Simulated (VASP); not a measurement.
# SrHgGeSe4 (Ama2) in VASP: electric field gradients with PBE

Aim: the electric field gradients of SrHgGeSe4 with PBE.

Everything below comes from runs of VASP 6.6.1. Logs are shortened: lines on timing, memory, paths and dates and some standing lists are left out, and cuts for length are marked.

## 1. The cell of the first run

It takes space group Ama2 (No. 40, orthorhombic). Conventional cell: a = 10.838 Å, b = 10.746 Å, c = 6.638 Å, α = 90.00°, β = 90.00°, γ = 90.00°. Within 4.2 Å of Sr (site symmetry 2) lie 8 Se at 3.17 to 3.29 Å and 2 Ge at 4.06 Å. Ge (site symmetry m) has 4 Se at 2.32 to 2.39 Å within 3.1 Å. Within 3.3 Å of Hg (site symmetry m) lie 4 Se at 2.52 to 2.82 Å and 1 Ge at 3.27 Å. Within 3.1 Å of Se (site symmetry 1) lie 1 Ge at 2.36 Å and 1 Hg at 2.71 Å. Se (site symmetry m) has 1 Ge at 2.39 Å and 1 Hg at 2.52 Å and 2 Sr at 3.17 Å within 3.2 Å. Within 3.1 Å of Se (site symmetry m) lie 1 Ge at 2.32 Å and 1 Hg at 2.82 Å.

## 2. Electric field gradients, PBE

Contents of INCAR:

```
PREC = Accurate ; ENCUT = 520
EDIFF = 1E-8 ; ISMEAR = -1
SIGMA = 0.02 ; LREAL = F
LASPH = T ; NELM = 80
ALGO = Normal ; ISIF = 2
LWAVE = F ; LCHARG = F
GGA = PE ; LEFG = T
NBANDS = 73
```

Contents of KPOINTS:

```
Automatic mesh
0
Gamma
  3 5 5
```

Contents of POSCAR:

```
SrHgGeSe4
1.0
   10.8375000000      0.0000000000      0.0000000000
    0.0000000000      5.3728000000      3.3188500000
    0.0000000000     -5.3728000000      3.3188500000
Sr Ge Hg Se
2 2 2 8
Direct
    0.0000000000      0.2532000000      0.2532000000
    0.5000000000      0.2532000000      0.2532000000
    0.2500000000      0.9558000000      0.5194000000
    0.7500000000      0.5194000000      0.9558000000
    0.2500000000      0.5268700000      0.8609700000
    0.7500000000      0.8609700000      0.5268700000
    0.0762600000      0.1824800000      0.7215200000
    0.9237400000      0.7215200000      0.1824800000
    0.4237400000      0.1824800000      0.7215200000
    0.5762600000      0.7215200000      0.1824800000
    0.2500000000      0.9624000000      0.1446000000
    0.7500000000      0.1446000000      0.9624000000
    0.2500000000      0.5574000000      0.4286000000
    0.7500000000      0.4286000000      0.5574000000
```

Potentials or basis: VASP PAW PBE potentials, release 64 (Sr_sv, Ge_d, Hg, Se).

Launch:

```
$ cat potpaw_PBE.64/Sr_sv/POTCAR potpaw_PBE.64/Ge_d/POTCAR potpaw_PBE.64/Hg/POTCAR potpaw_PBE.64/Se/POTCAR > POTCAR
$ mpirun -np 1 vasp_std > vasp.out
```

OUTCAR:

```text
PREC = Accurate
   ENCUT = 520
   EDIFF = 1E-8
   ISMEAR = -1
   LREAL = F
   LASPH = T
   NELM = 80
   ISIF = 2
   GGA = PE

 ion  position               nearest neighbor table
   1  0.000  0.253  0.253-  11 3.17  12 3.17  13 3.22  14 3.22   7 3.29   8 3.29   7 3.29   8 3.29
                             6 4.37   5 4.37
   2  0.500  0.253  0.253-  11 3.17  12 3.17  13 3.22  14 3.22   9 3.29  10 3.29   9 3.29  10 3.29
                             6 4.37   5 4.37
   3  0.250  0.956  0.519-  13 2.32   9 2.36   7 2.36  11 2.39   5 3.27
   4  0.750  0.519  0.956-  14 2.32  10 2.36   8 2.36  12 2.39   6 3.27
   5  0.250  0.527  0.861-  11 2.52   9 2.71   7 2.71  13 2.82   3 3.27   2 4.37   1 4.37
   6  0.750  0.861  0.527-  12 2.52  10 2.71   8 2.71  14 2.82   4 3.27   1 4.37   2 4.37
   7  0.076  0.182  0.722-   3 2.36   5 2.71   1 3.29   1 3.29
   8  0.924  0.722  0.182-   4 2.36   6 2.71   1 3.29   1 3.29
   9  0.424  0.182  0.722-   3 2.36   5 2.71   2 3.29   2 3.29
  10  0.576  0.722  0.182-   4 2.36   6 2.71   2 3.29   2 3.29
  11  0.250  0.962  0.145-   3 2.39   5 2.52   1 3.17   2 3.17
  12  0.750  0.145  0.962-   4 2.39   6 2.52   1 3.17   2 3.17
  13  0.250  0.557  0.429-   3 2.32   5 2.82   1 3.22   2 3.22
  14  0.750  0.429  0.557-   4 2.32   6 2.82   1 3.22   2 3.22

  LATTYP: Found a base centered orthorhombic cell.
 ALAT       =     6.6377000000
 B/A-ratio  =     1.6188740076
 C/A-ratio  =     1.6327191648

  Lattice vectors:

 A1 = (   0.0000000000,   5.3728000000,   3.3188500000)
 A2 = (   0.0000000000,  -5.3728000000,   3.3188500000)
 A3 = (  10.8375000000,   0.0000000000,   0.0000000000)

Analysis of symmetry for initial positions (statically):
=====================================================================
 Subroutine PRICEL returns:
 Original cell was already a primitive cell.

 Routine SETGRP: Setting up the symmetry group for a
 base centered orthorhombic supercell.

 Subroutine GETGRP returns: Found  4 space group operations
 (whereof  2 operations were pure point group operations)
 out of a pool of  8 trial point group operations.

The static configuration has the point symmetry C_2 .
 The point group associated with its full space group is C_2v.

Analysis of symmetry for dynamics (positions and initial velocities):
=====================================================================
 Subroutine PRICEL returns:
 Original cell was already a primitive cell.

 Routine SETGRP: Setting up the symmetry group for a
 base centered orthorhombic supercell.

 Subroutine GETGRP returns: Found  4 space group operations
 (whereof  2 operations were pure point group operations)
 out of a pool of  8 trial point group operations.

The dynamic configuration has the point symmetry C_2 .
 The point group associated with its full space group is C_2v.

 Subroutine INISYM returns: Found  4 space group operations
 (whereof  2 operations are pure point group operations),
 and found     1 'primitive' translations

----------------------------------------------------------------------------------------

                                     Primitive cell

  volume of cell :     386.4981

  direct lattice vectors                    reciprocal lattice vectors
    10.837500000  0.000000000  0.000000000     0.092272203  0.000000000  0.000000000
     0.000000000  5.372800000  3.318850000     0.000000000  0.093061346  0.150654594
     0.000000000 -5.372800000  3.318850000     0.000000000 -0.093061346  0.150654594

  length of vectors
    10.837500000  6.315199535  6.315199535     0.092272203  0.177079702  0.177079702

  position of ions in fractional coordinates (direct lattice)
     0.000000000  0.253200000  0.253200000
     0.500000000  0.253200000  0.253200000
     0.250000000  0.955800000  0.519400000
     0.750000000  0.519400000  0.955800000
     0.250000000  0.526870000  0.860970000
     0.750000000  0.860970000  0.526870000
     0.076260000  0.182480000  0.721520000
     0.923740000  0.721520000  0.182480000
[... 121 lines left out ...]
  volume of cell :      386.50
 maximum number of plane-waves:     10451
 NGX is ok and might be reduce to    84
   NGX = 41   NGY = 23   NGZ = 23

 number of electron     120.0000004 magnetization

 Free energy of the ion-electron system (eV)
  ---------------------------------------------------
  ext. energy  EPLUGINS =         0.00000000
  ---------------------------------------------------
  free energy    TOTEN  =       -51.32451876 eV

  energy without entropy =      -51.32451876  energy(sigma->0) =      -51.32451876

 E-fermi :   2.6296     XC(G=0):  -8.9939

 val. band max:        2.1689953075   @ k =   0.0000   0.4000   0.4000
 cond. band min:       3.5823658116   @ k =   0.0000  -0.4000   0.4000
 fundamental gap:      1.4133705041
 Fermi energy:         2.6296137679

 k-point     1 :       0.0000    0.0000    0.0000
  band No.  band energies     occupation
      1     -32.4476      2.00000
      2     -32.4473      2.00000
      3     -22.5318      2.00000
      4     -22.5318      2.00000
      5     -22.5180      2.00000
      6     -22.5180      2.00000
[... 1339 lines left out ...]
     71       6.8623      0.00000
     72       6.9729      0.00000
 [bands above 72 left out]

------------------------ aborting loop because EDIFF is reached ----------------------------------------

  FORCE on cell =-STRESS in cart. coord.  units (eV):
  Direction    XX          YY          ZZ          XY          YZ          ZX
  --------------------------------------------------------------------------------------
  -------------------------------------------------------------------------------------
  Total        6.5390909      7.0028771      9.2305719      0.0000000      0.0000000      0.0000000
  in kB       27.1069437     29.0295084     38.2641250      0.0000000      0.0000000      0.0000000
  external PRESSURE =      31.4668590 kB  Pullay stress =       0.0000000 kB

 VOLUME and BASIS-vectors are now :
 -----------------------------------------------------------------------------
  energy-cutoff  :      520.00
  volume of cell :      386.50
      direct lattice vectors                 reciprocal lattice vectors
    10.837500000  0.000000000  0.000000000     0.092272203  0.000000000  0.000000000
     0.000000000  5.372800000  3.318850000     0.000000000  0.093061346  0.150654594
     0.000000000 -5.372800000  3.318850000     0.000000000 -0.093061346  0.150654594

 POSITION                                       TOTAL-FORCE (eV/Angst)
 -----------------------------------------------------------------------------------
      0.00000      0.00000      1.68067         0.000000     -0.000000      0.012625
      5.41875      0.00000      1.68067         0.000000     -0.000000      0.012625
      2.70938      2.34469      4.89597         0.000000     -0.055044      0.013259
      8.12813     -2.34469      4.89597         0.000000      0.055044      0.013259
      2.70938     -1.79505      4.60603         0.000000     -0.036001     -0.165712
      8.12813      1.79505      4.60603         0.000000      0.036001     -0.165712
      0.82647     -2.89615      3.00024        -0.412901     -0.068222      0.104725
     10.01103      2.89615      3.00024         0.412901      0.068222      0.104725
      4.59228     -2.89615      3.00024         0.412901     -0.068222      0.104725
      6.24522      2.89615      3.00024        -0.412901      0.068222      0.104725
      2.70938      4.39388      3.67397         0.000000      0.464564      0.304020
      8.12813     -4.39388      3.67397         0.000000     -0.464564      0.304020
      2.70938      0.69202      3.27239         0.000000     -0.236815     -0.373641
      8.12813     -0.69202      3.27239         0.000000      0.236815     -0.373641
 -----------------------------------------------------------------------------------
    total drift:                                0.000000     -0.000005     -0.003965

  FREE ENERGIE OF THE ION-ELECTRON SYSTEM (eV)
  ---------------------------------------------------
  free  energy   TOTEN  =       -51.3245187582 eV

  energy  without entropy=      -51.3245187582  energy(sigma->0) =      -51.32451876

 Electric field gradients (V/A^2)
---------------------------------------------------------------------
 ion       V_xx      V_yy      V_zz      V_xy      V_xz      V_yz
---------------------------------------------------------------------
   1     -25.520    -3.783    29.303     9.223     0.000    -0.000
   2     -25.520    -3.783    29.303    -9.223    -0.000    -0.000
   3       3.712     9.205   -12.916    -0.000     0.000   -23.605
   4       3.712     9.205   -12.916     0.000     0.000    23.605
   5      86.199   129.464  -215.663     0.000     0.000  -177.716
   6      86.199   129.464  -215.663    -0.000    -0.000   177.716
   7      98.442  -189.351    90.909    12.200  -154.356   111.061
   8      98.442  -189.351    90.909    12.200   154.356  -111.061
   9      98.442  -189.351    90.909   -12.200   154.356   111.061
  10      98.442  -189.351    90.909   -12.200  -154.356  -111.061
  11    -281.583   101.864   179.719     0.000     0.000   -83.322
  12    -281.583   101.864   179.719     0.000    -0.000    83.322
  13    -216.643   110.878   105.765     0.000     0.000   194.561
  14    -216.643   110.878   105.765     0.000    -0.000  -194.561
---------------------------------------------------------------------

 Electric field gradients after diagonalization (V/A^2)
 (convention: |V_zz| > |V_xx| > |V_yy|)
----------------------------------------------------------------------
 ion       V_xx      V_yy      V_zz     asymmetry (V_yy - V_xx)/ V_zz
----------------------------------------------------------------------
   1     -28.906    -0.397    29.303       0.973
   2     -28.906    -0.397    29.303       0.973
   3      24.212     3.712   -27.923       0.734
   4      24.212     3.712   -27.923       0.734
   5     204.612    86.199  -290.811       0.407
   6     204.612    86.199  -290.811       0.407
   7    -241.593   -18.624   260.217       0.857
   8    -241.593   -18.624   260.217       0.857
   9    -241.593   -18.624   260.217       0.857
  10    -241.593   -18.624   260.217       0.857
  11     232.759    48.824  -281.583       0.653
  12     232.759    48.824  -281.583       0.653
  13    -216.643   -86.256   302.900       0.430
  14    -216.643   -86.256   302.900       0.430
----------------------------------------------------------------------

           NMR quadrupolar parameters

 Cq : quadrupolar parameter    Cq=e*Q*V_zz/h
 eta: asymmetry parameters     (V_yy - V_xx)/ V_zz
 Q  : nuclear electric quadrupole moment in mb (millibarn)
----------------------------------------------------------------------
 ion       Cq(MHz)       eta       Q (mb)
----------------------------------------------------------------------
   1       0.071       0.973       1.000
   2       0.071       0.973       1.000
   3      -0.068       0.734       1.000
   4      -0.068       0.734       1.000
   5      -0.703       0.407       1.000
   6      -0.703       0.407       1.000
   7       0.629       0.857       1.000
   8       0.629       0.857       1.000
   9       0.629       0.857       1.000
  10       0.629       0.857       1.000
  11      -0.681       0.653       1.000
  12      -0.681       0.653       1.000
  13       0.732       0.430       1.000
  14       0.732       0.430       1.000
----------------------------------------------------------------------
```

It took 41 min on 1 thread of AMD EPYC 7R13, shared host; peak memory 0.73 GiB.

Results:

| Item | Value |
| --- | --- |
| Free energy | -51.3245 eV |
| Pressure | 3.1 GPa |
| Largest force | 0.555 eV/Å |
| Band gap on the k mesh | 1.41 eV, indirect (least direct gap 1.44 eV) |

Forces in eV/Å, atoms in the order of the input:
```
Sr   0.000  0.000  0.013
Sr   0.000  0.000  0.013
Ge   0.000 -0.055  0.013
Ge   0.000  0.055  0.013
Hg   0.000 -0.036 -0.166
Hg   0.000  0.036 -0.166
Se  -0.413 -0.068  0.105
Se   0.413  0.068  0.105
Se   0.413 -0.068  0.105
Se  -0.413  0.068  0.105
Se   0.000  0.465  0.304
Se   0.000 -0.465  0.304
Se   0.000 -0.237 -0.374
Se   0.000  0.237 -0.374
```

Stress tensor (GPa, compression positive):
```
2.71 0.00 0.00
0.00 2.90 0.00
0.00 0.00 3.83
```

Levels at points of the mesh, in eV from the valence-band top:
| k point | band 58 | band 59 | band 60 | band 61 | band 62 | band 63 |
| --- | --- | --- | --- | --- | --- | --- |
| (0.00, 0.00, 0.00) | -0.43 | -0.38 | -0.24 | 1.65 | 2.16 | 2.61 |

Electric field gradients, principal values (V/Å²):
| atom | least | middle | greatest (by size) |
| --- | --- | --- | --- |
| 1 Sr | -0.397 | -28.906 | 29.303 |
| 2 Sr | -0.397 | -28.906 | 29.303 |
| 3 Ge | 3.712 | 24.212 | -27.923 |
| 4 Ge | 3.712 | 24.212 | -27.923 |
| 5 Hg | 86.199 | 204.612 | -290.811 |
| 6 Hg | 86.199 | 204.612 | -290.811 |
| 7 Se | -18.624 | -241.593 | 260.217 |
| 8 Se | -18.624 | -241.593 | 260.217 |
| 9 Se | -18.624 | -241.593 | 260.217 |
| 10 Se | -18.624 | -241.593 | 260.217 |
| 11 Se | 48.824 | 232.759 | -281.583 |
| 12 Se | 48.824 | 232.759 | -281.583 |
| 13 Se | -86.256 | -216.643 | 302.900 |
| 14 Se | -86.256 | -216.643 | 302.900 |

Caveat: without QUAD_EFG the Cq values of the log hold for a quadrupole moment of 1 mb, not for the nuclei; spin-orbit coupling is left out, which moves the levels of the heavy elements.
